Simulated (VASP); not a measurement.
# CuAs (P6_3/mmc) in VASP: further runs

CuAs is run at these levels: LDA; tasks: single point.

Everything below comes from runs of VASP 6.6.1. Logs are shortened: lines on timing, memory, paths and dates and some standing lists are left out, and cuts for length are marked.

## 1. The cell of the first run

The structure is hexagonal, space group P6_3/mmc (No. 194). The conventional cell has a = 3.906 Å, b = 3.906 Å, c = 4.185 Å, α = 90.00°, β = 90.00°, γ = 120.00°. Cu (site symmetry -3m) has 2 Cu at 2.09 Å and 6 As at 2.49 Å within 2.8 Å. Within 3.3 Å of As (site symmetry -6m2) lie 6 Cu at 2.49 Å and 6 As at 3.08 Å.

## 2. Single point, LDA (volume 13.824 Å^3 an atom, c/a of the conventional cell 1.0714)

INCAR

```
SYSTEM = CuAs
PREC     = Accurate       ! precision mode
ENCUT    = 520            ! plane-wave cutoff, eV
EDIFF    = 1E-6           ! SCF threshold, eV
ISMEAR   = 0              ! smearing method
SIGMA    = 0.15           ! smearing width, eV
LREAL    = .FALSE.        ! projectors in reciprocal space
LASPH    = .TRUE.         ! aspherical terms in the spheres
NELM     = 100            ! most SCF steps
ALGO     = Normal         ! electronic algorithm
ISIF     = 2              ! what is computed and relaxed
LWAVE    = .FALSE.        ! write WAVECAR
LCHARG   = .FALSE.        ! write CHGCAR
NBANDS   = 24             ! bands
```

KPOINTS

```
regular mesh
0
G
  15 15 10
  0 0 0
```

POSCAR

```
CuAs
1.0
    3.9060441479      0.0000000000      0.0000000000
   -1.9530220740      3.3827334604      0.0000000000
    0.0000000000      0.0000000000      4.1849357001
Cu As
2 2
Direct
    0.0000000000      0.0000000000      0.5000000000
    0.0000000000      0.0000000000      0.0000000000
    0.6666666667      0.3333333333      0.7500000000
    0.3333333333      0.6666666667      0.2500000000
```

Potentials or basis: VASP PAW LDA potentials, release 64 (Cu, As).

Run with:

```
$ cat potpaw_LDA.64/Cu/POTCAR potpaw_LDA.64/As/POTCAR > POTCAR
$ mpirun -np 1 vasp_std > vasp.out
```

OUTCAR:

```text
SYSTEM = CuAs
   PREC = Accurate
   ENCUT = 520
   EDIFF = 1E-6
   ISMEAR = 0
   LREAL = .FALSE.
   LASPH = .TRUE.
   NELM = 100
   ISIF = 2

 ion  position               nearest neighbor table
   1  0.000  0.000  0.500-   2 2.09   2 2.09   4 2.49   3 2.49   3 2.49   4 2.49   3 2.49   4 2.49

   2  0.000  0.000  0.000-   1 2.09   1 2.09   4 2.49   3 2.49   3 2.49   4 2.49   3 2.49   4 2.49

   3  0.667  0.333  0.750-   1 2.49   2 2.49   1 2.49   2 2.49   1 2.49   2 2.49
   4  0.333  0.667  0.250-   1 2.49   2 2.49   1 2.49   2 2.49   1 2.49   2 2.49

  LATTYP: Found a hexagonal cell.
 ALAT       =     3.9060441479
 C/A-ratio  =     1.0714000000

  Lattice vectors:

 A1 = (   3.9060441479,   0.0000000000,   0.0000000000)
 A2 = (  -1.9530220740,   3.3827334604,   0.0000000000)
 A3 = (   0.0000000000,   0.0000000000,   4.1849357001)

Analysis of symmetry for initial positions (statically):
=====================================================================
 Subroutine PRICEL returns:
 Original cell was already a primitive cell.

 Routine SETGRP: Setting up the symmetry group for a
 hexagonal supercell.

 Subroutine GETGRP returns: Found 24 space group operations
 (whereof 12 operations were pure point group operations)
 out of a pool of 24 trial point group operations.

The static configuration has the point symmetry D_3d.
 The point group associated with its full space group is D_6h.

Analysis of symmetry for dynamics (positions and initial velocities):
=====================================================================
 Subroutine PRICEL returns:
 Original cell was already a primitive cell.

 Routine SETGRP: Setting up the symmetry group for a
 hexagonal supercell.

 Subroutine GETGRP returns: Found 24 space group operations
 (whereof 12 operations were pure point group operations)
 out of a pool of 24 trial point group operations.

The dynamic configuration has the point symmetry D_3d.
 The point group associated with its full space group is D_6h.

 Subroutine INISYM returns: Found 24 space group operations
 (whereof 12 operations are pure point group operations),
 and found     1 'primitive' translations

----------------------------------------------------------------------------------------

[... 88 lines left out ...]
   ISTART =      0    job   : 0-new  1-cont  2-samecut
   ICHARG =      2    charge: 1-file 2-atom 10-const
   ISPIN  =      1    spin polarized calculation?
   LNONCOLLINEAR =      F non collinear calculations
   LSORBIT =      F    spin-orbit coupling
   LASPH  =      T    aspherical Exc in radial PAW
   ENCUT  =  520.0 eV  38.22 Ry    6.18 a.u.   7.26  7.26  7.78*2*pi/ulx,y,z
   NELM   =    100;   NELMIN=  2; NELMDL= -5     # of ELM steps
   EDIFF  = 0.1E-05   stopping-criterion for ELM
   LREAL  =      F    real-space projection
   EDIFFG = 0.1E-04   stopping-criterion for IOM
   NSW    =      0    number of steps for IOM
   IBRION =     -1    ionic relax: 0-MD 1-quasi-New 2-CG
   NFREE  =      0    steps in history (QN), initial steepest desc. (CG)
   ISIF   =      2    stress and relaxation
   ISYM   =      2    0-nonsym 1-usesym 2-fastsym
   POTIM  = 0.5000    time-step for ionic-motion
   TEBEG  =    0.0;   TEEND  =   0.0 temperature during run
   PSTRESS=    0.0 pullay stress
   NELECT =      32.0000    total number of electrons
   NUPDOWN=      -1.0000    fix difference up-down
   EMIN   =  10.00;   EMAX   =-10.00  energy-range for DOS
   EFERMI =   0.00;   METHOD = LEGACY
   ISMEAR =     0;   SIGMA  =   0.15  broadening in eV -4-tet -1-fermi 0-gaus
   EFERMI_NEDOS =   21; number of points for ismear=-14 and -15
   IALGO  =     38    algorithm
   IMIX   =      4    mixing-type and parameters
     AMIX     =   0.40;   BMIX     =  1.00
     AMIX_MAG =   1.60;   BMIX_MAG =  1.00
  volume/ion in A,a.u.               =      13.82        93.29
  Fermi-wavevector in a.u.,A,eV,Ry     =   1.364249  2.578056 25.322821  1.861175
  Thomas-Fermi vector in A             =   2.490581
   LORBIT       =      0    0 simple, 1 ext, 2 COOP (PROOUT), +10 PAW based schemes
   GGA     = CA    functional components
   LHFCALC =     F    Hartree Fock is set to
   AEXX    =    0.0000 exact exchange contribution
   IVDW    =     0    specifies the selected vdW correction
   LEPSILON=     F    determine dielectric tensor
   LRPA    =     F    only Hartree local field effects (RPA)
 non-spin polarized calculation
 Gauss-broadening in eV      SIGMA  =   0.15
  energy-cutoff  :      520.00
  volume of cell :       55.30
 maximum number of plane-waves:      1511
 NGX is ok and might be reduce to    30
   NGX = 15   NGY = 15   NGZ = 15

 number of electron      31.9999994 magnetization

 Free energy of the ion-electron system (eV)
  ---------------------------------------------------
  ext. energy  EPLUGINS =         0.00000000
  ---------------------------------------------------
  free energy    TOTEN  =       -19.10821151 eV

  energy without entropy =      -19.08744190  energy(sigma->0) =      -19.09782671

 E-fermi :   8.3514     XC(G=0): -12.1620

 val. band max:        8.3368647705   @ k =   0.1333   0.1333   0.2000
 cond. band min:       8.3552791852   @ k =   0.3333   0.0000   0.4000
 fundamental gap:      0.0184144148
 Fermi energy:         8.3513898010

 k-point     1 :       0.0000    0.0000    0.0000
  band No.  band energies     occupation
      1      -6.4757      2.00000
      2      -0.7980      2.00000
      3       2.0897      2.00000
      4       2.2034      2.00000
      5       2.2229      2.00000
      6       2.2229      2.00000
[... 637 lines left out ...]
     23      16.8888      0.00000
     24      18.3795      0.00000

 [... further k-points ...]
[... 5 lines left out ...]
  --------------------------------------------------------------------------------------
  -------------------------------------------------------------------------------------
  Total        1.3260120      1.3260120     16.2770299     -0.0000000      0.0000000      0.0000000
  in kB       38.4206165     38.4206165    471.6197982     -0.0000000      0.0000000      0.0000000
  external PRESSURE =     182.8203437 kB  Pullay stress =       0.0000000 kB

 VOLUME and BASIS-vectors are now :
 -----------------------------------------------------------------------------
  energy-cutoff  :      520.00
  volume of cell :       55.30
      direct lattice vectors                 reciprocal lattice vectors
     3.906044148  0.000000000  0.000000000     0.256013491  0.147809458  0.000000000
    -1.953022074  3.382733460  0.000000000     0.000000000  0.295618916  0.000000000
     0.000000000  0.000000000  4.184935700     0.000000000  0.000000000  0.238952297

 POSITION                                       TOTAL-FORCE (eV/Angst)
 -----------------------------------------------------------------------------------
      0.00000      0.00000      2.09247        -0.000000      0.000000     -0.000000
      0.00000      0.00000      0.00000        -0.000000      0.000000     -0.000000
      1.95302      1.12758      3.13870         0.000000     -0.000000     -0.000000
     -0.00000      2.25516      1.04623         0.000000      0.000000      0.000000
 -----------------------------------------------------------------------------------
    total drift:                                0.000000      0.000000      0.000000

  FREE ENERGIE OF THE ION-ELECTRON SYSTEM (eV)
  ---------------------------------------------------
  free  energy   TOTEN  =       -19.1082115138 eV

  energy  without entropy=      -19.0874419022  energy(sigma->0) =      -19.09782671
```

OSZICAR:

```text
N       E                     dE             d eps       ncg     rms          rms(c)
DAV:   1     0.220091517906E+03    0.22009E+03   -0.14126E+04  7880   0.185E+03
DAV:   2    -0.353250151875E+01   -0.22362E+03   -0.21013E+03  7824   0.336E+02
DAV:   3    -0.212925480252E+02   -0.17760E+02   -0.16642E+02 10256   0.113E+02
DAV:   4    -0.218017876393E+02   -0.50924E+00   -0.50829E+00  9072   0.184E+01
DAV:   5    -0.218112673109E+02   -0.94797E-02   -0.94772E-02 10480   0.229E+00    0.152E+01
DAV:   6    -0.223240291173E+02   -0.51276E+00   -0.33817E+01  9152   0.176E+02    0.106E+01
DAV:   7    -0.191589635152E+02    0.31651E+01   -0.95722E+00  9256   0.941E+01    0.216E+00
DAV:   8    -0.191957588977E+02   -0.36795E-01   -0.12484E+00 12296   0.256E+01    0.240E+00
DAV:   9    -0.191088795827E+02    0.86879E-01   -0.31725E-01 10768   0.153E+01    0.299E-01
DAV:  10    -0.191095879587E+02   -0.70838E-03   -0.15800E-02  8704   0.102E+00    0.256E-01
DAV:  11    -0.191082150637E+02    0.13729E-02   -0.34811E-03 12248   0.196E+00    0.464E-02
DAV:  12    -0.191082781788E+02   -0.63115E-04   -0.10314E-03  9080   0.225E-01    0.506E-02
DAV:  13    -0.191082152227E+02    0.62956E-04   -0.77660E-05 12680   0.250E-01    0.145E-02
DAV:  14    -0.191082122737E+02    0.29490E-05   -0.28687E-05 12512   0.654E-02    0.586E-03
DAV:  15    -0.191082115138E+02    0.75994E-06   -0.10394E-06  4688   0.379E-02
   1 F= -.19108212E+02 E0= -.19097827E+02  d E =-.207696E-01
```

stdout:

```text
POSCAR found type information on POSCAR CuAs
 POSCAR found :  2 types and       4 ions
 scaLAPACK will be used
 LDA part: xc-table for (Slater(with rela. corr.)+CA(PZ))
 , standard interpolation
 POSCAR, INCAR and KPOINTS ok, starting setup
 FFT: planning ... GRIDC
 FFT: planning ... GRID_SOFT
 FFT: planning ... GRID
 WAVECAR not read
 entering main loop
```

Run time: 5.5 min. Hardware: 1 thread of Intel Xeon Platinum 8175M at 2.50GHz (Skylake/Cascade Lake), shared host; peak memory 0.3 GiB.

What came out:

- Free energy: -19.1082 eV
- Pressure: 18.3 GPa
- Band gap on the k mesh: zero (band 16 reaches 8.99 eV, above the bottom of band 17 at 7.67 eV)

Stress tensor (GPa, compression positive):
```
 3.84  0.00  0.00
 0.00  3.84  0.00
 0.00  0.00 47.16
```

Levels at points of the mesh, in eV from the Fermi level:
```tsv
k point	band 12	band 13	band 14	band 15	band 16	band 17	band 18	band 19	band 20	band 21
(0.00, 0.00, 0.00)	-2.72	-1.17	-1.17	-0.85	0.46	0.46	1.55	2.91	3.34	6.59
(0.00, 0.00, 0.50)	-4.18	-1.03	-1.03	0.59	0.59	0.59	0.59	4.47	4.47	5.02
```

## 3. Single point, LDA (volume 13.824 Å^3 an atom, c/a of the conventional cell 1.2097)

INCAR

```
  PREC = Accurate
  ENCUT = 520
  EDIFF = 1E-6
  ISMEAR = 0
  SIGMA = 0.15
  LREAL = False
  LASPH = True
  NELM = 60
  ALGO = Normal
  ISIF = 2
  LWAVE = False
  LCHARG = False
  NBANDS = 24
```

KPOINTS

```
regular mesh
0
Gamma
  15 15 10
```

POSCAR

```
CuAs
1.0
    3.7511272875      0.0000000000      0.0000000000
   -1.8755636437      3.2485715238      0.0000000000
    0.0000000000      0.0000000000      4.5377386797
Cu As
2 2
Direct
    0.0000000000      0.0000000000      0.5000000000
    0.0000000000      0.0000000000      0.0000000000
    0.6666666667      0.3333333333      0.7500000000
    0.3333333333      0.6666666667      0.2500000000
```

Potentials or basis: VASP PAW LDA potentials, release 64 (Cu, As).

Run with:

```
$ cat potpaw_LDA.64/Cu/POTCAR potpaw_LDA.64/As/POTCAR > POTCAR
$ mpirun -np 1 vasp_std > vasp.out
```

Run time: 5.3 min. Hardware: 1 thread of Intel Xeon Platinum 8175M at 2.50GHz (Skylake/Cascade Lake), shared host; peak memory 0.3 GiB.

It converged, with:

```yaml
Free_energy: -19.8414 eV
Pressure: 14.3 GPa
Band_gap_on_the_k_mesh: zero (band 16 reaches 9.48 eV, above the bottom of band 17 at 7.48 eV)
```

Stress tensor (GPa, compression positive):
```
10.51  0.00  0.00
 0.00 10.51  0.00
 0.00  0.00 21.84
```

Levels at points of the mesh, in eV from the Fermi level:
| k point | band 13 | band 14 | band 15 | band 16 | band 17 | band 18 | band 19 | band 20 |
| --- | --- | --- | --- | --- | --- | --- | --- | --- |
| (0.00, 0.00, 0.00) | -1.48 | -0.65 | -0.65 | 1.06 | 1.06 | 2.12 | 3.20 | 3.99 |
| (0.00, 0.00, 0.50) | -0.94 | -0.94 | 0.87 | 0.87 | 0.87 | 0.87 | 4.77 | 4.77 |
